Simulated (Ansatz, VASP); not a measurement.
# Cu2O in VASP and in Ansatz

Contents of POSCAR:

```
Cu2O
1.0
    4.2885411012      0.0000000000      0.0000000000
    0.0000000000      4.2885411012      0.0000000000
    0.0000000000      0.0000000000      4.2885411012
Cu O
4 2
Direct
    0.2500000000      0.2500000000      0.7500000000
    0.7500000000      0.2500000000      0.2500000000
    0.2500000000      0.7500000000      0.2500000000
    0.7500000000      0.7500000000      0.7500000000
    0.5000000000      0.5000000000      0.5000000000
    0.0000000000      0.0000000000      0.0000000000
```

File INCAR.step1:

```
SYSTEM = Cu2O
PREC     = Accurate       ! precision mode
ENCUT    = 520            ! plane-wave cutoff, eV
EDIFF    = 1E-5           ! SCF threshold, eV
ISMEAR   = 0              ! smearing method
SIGMA    = 0.01           ! smearing width, eV
LREAL    = .False.        ! projectors in reciprocal space
LASPH    = .True.         ! aspherical terms in the spheres
NELM     = 120            ! most SCF steps
ALGO     = Normal         ! electronic algorithm
ISIF     = 2              ! what is computed and relaxed
LWAVE    = .True.         ! write WAVECAR
GGA      = PE             ! functional
NBANDS   = 37             ! bands
GGA_COMPAT= .False.      
KPAR     = 4
```

Contents of INCAR.step2:

```
SYSTEM = Cu2O
PREC     = Accurate       ! precision mode
ENCUT    = 520            ! plane-wave cutoff, eV
EDIFF    = 1E-6           ! SCF threshold, eV
ISMEAR   = 0              ! smearing method
SIGMA    = 0.01           ! smearing width, eV
LREAL    = .False.        ! projectors in reciprocal space
LASPH    = .True.         ! aspherical terms in the spheres
NELM     = 120            ! most SCF steps
ALGO     = Normal         ! electronic algorithm
ISIF     = 2              ! what is computed and relaxed
LWAVE    = .False.        ! write WAVECAR
LCHARG   = .True.         ! write CHGCAR
GGA      = PE             ! functional
LHFCALC  = .True.         ! exact exchange
HFSCREEN = 0.2079         ! screening, 1/A
PRECFOCK = Normal       
LVHAR    = .True.       
ISTART   = 1            
NBANDS   = 37             ! bands
GGA_COMPAT= .False.      
KPAR     = 4
```

Contents of KPOINTS:

```
regular mesh
0
Gamma
  4 4 4
  0 0 0
```

Input for Ansatz:

```yaml
crystal:
  lattice:
    - [4.2885411012, 0.0, 0.0]
    - [0.0, 4.2885411012, 0.0]
    - [0.0, 0.0, 4.2885411012]
  atoms:
    - { symbol: Cu, position: [0.25, 0.25, 0.75] }
    - { symbol: Cu, position: [0.75, 0.25, 0.25] }
    - { symbol: Cu, position: [0.25, 0.75, 0.25] }
    - { symbol: Cu, position: [0.75, 0.75, 0.75] }
    - { symbol: O, position: [0.5, 0.5, 0.5] }
    - { symbol: O, position: [0.0, 0.0, 0.0] }
kpoints:
  mp_grid: { grid: [4, 4, 4] }
  band_path:
    path: [[0.0, 0.0, 0.0], [0.0, 0.5, 0.0], [0.5, 0.5, 0.0], [0.5, 0.5, 0.5]]
    npoints: 1
hamiltonian:
  xc: hse06
scf:
  occupations: { method: fixed }
  n_extra_bands: 5
output:
  forces: true
  stress: true
  eigenvalues: true
```

Change from the starting cell: hydrostatic strain +1.0%.

Alike in both runs: task single point; functional HSE06; k mesh 4 × 4 × 4; no spin polarisation.

|  | VASP | Ansatz |
| --- | --- | --- |
| version | VASP 6.6.1 | Ansatz 0.2.0 |
| potentials or method | VASP PAW PBE potentials, release 64 (Cu, O) | plane waves, PAW |
| plane-wave cutoff (eV) | 520 | 420 |
| occupations | gaussian, width 0.01 eV | fixed |
| valence electrons in the cell | 56 | 88 |

|  | VASP | Ansatz | Ansatz less VASP |
| --- | --- | --- | --- |
| gap on the k mesh at the Fermi level (eV) | 1.96 | 1.95 | -0.013 |
| pressure (GPa) | 0.2 | -0.5 | -0.69 |

VASP's potentials hold 56 valence electrons a cell and Ansatz's 88, so a difference there can come from the potentials and not from the codes. Ansatz's warnings: stress exchange threshold loose, stress scf threshold loose.
